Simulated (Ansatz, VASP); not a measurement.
# H in VASP and in Ansatz

POSCAR

```
H
1.0
    1.6485318600     -2.7316882300      0.0000000000
    1.6485318600      2.7316882300      0.0000000000
    0.0000000000      0.0000000000      6.3137686200
H
4
Direct
    0.5678085000      0.4321915000      0.9995149500
    0.4321915000      0.5678085000      0.0004850500
    0.4321915000      0.5678085000      0.4995149500
    0.5678085000      0.4321915000      0.5004850500
```

Contents of INCAR.step1:

```
SYSTEM = H
  ALGO = Normal
  EDIFF = 1E-4
  ENCUT = 520
  GGA = PE
  ISMEAR = 0
  LASPH = .TRUE.
  LCHARG = .FALSE.
  LREAL = .FALSE.
  LWAVE = .TRUE.
  NBANDS = 10
  NELM = 80
  PREC = Accurate
  SIGMA = 0.02
```

Contents of INCAR.step2:

```
SYSTEM = H
  ALGO = Normal
  EDIFF = 1E-6
  ENCUT = 520
  ISIF = 2
  ISMEAR = 0
  ISTART = 1
  LASPH = .TRUE.
  LCHARG = .TRUE.
  LELF = .TRUE.
  LMIXTAU = .TRUE.
  LREAL = .FALSE.
  LVHAR = .TRUE.
  LWAVE = .FALSE.
  METAGGA = R2SCAN
  NBANDS = 10
  NELM = 80
  PREC = Accurate
  SIGMA = 0.02
```

KPOINTS

```
k-points
0
G
  1 1 1
  0 0 0
```

Input for Ansatz:

```yaml
crystal:
  lattice:
    - [1.64853186, -2.73168823, 0.0]
    - [1.64853186, 2.73168823, 0.0]
    - [0.0, 0.0, 6.31376862]
  atoms:
    - { symbol: H, position: [0.5678085, 0.4321915, 0.99951495] }
    - { symbol: H, position: [0.4321915, 0.5678085, 0.00048505] }
    - { symbol: H, position: [0.4321915, 0.5678085, 0.49951495] }
    - { symbol: H, position: [0.5678085, 0.4321915, 0.50048505] }
basis:
  ecutwfc: 500
kpoints:
  mp_grid: { grid: [1, 1, 1] }
hamiltonian:
  xc: r2scan
scf:
  occupations: { method: gaussian, width: 0.02 }
output:
  forces: true
  stress: true
  eigenvalues: true
```

Alike in both runs: task single point; functional r2SCAN; k mesh 1 × 1 × 1; occupations gaussian, width 0.02 eV; no spin polarisation.

```csv
,VASP,Ansatz
version,VASP 6.6.1,Ansatz 0.2.0
potentials or method,"VASP PAW PBE potentials, release 64 (H), cutoff 520 eV","scalar-relativistic, plane waves, PAW"
valence electrons in the cell,4,4
```

VASP gave:

- gap on the k mesh at the Fermi level (eV): 12.02
- least direct gap on the mesh (eV): 12.02
- pressure (GPa): -12.8
- traceless stress, the component that is largest in VASP (GPa): 14.10
- rms of the force components (eV/Å): 1.542

Task: What did Ansatz give for the same quantities?

Result: gap on the k mesh at the Fermi level (eV): 12.02; least direct gap on the mesh (eV): 12.02; pressure (GPa): -12.6; traceless stress, the component that is largest in VASP (GPa): 14.09; rms of the force components (eV/Å): 1.539.

VASP's potentials were made for PBE, not for r2SCAN. Atom by atom the forces differ by 0.003 eV/Å (rms over components).

The k mesh is coarse, so the values compare programs but aren't converged.
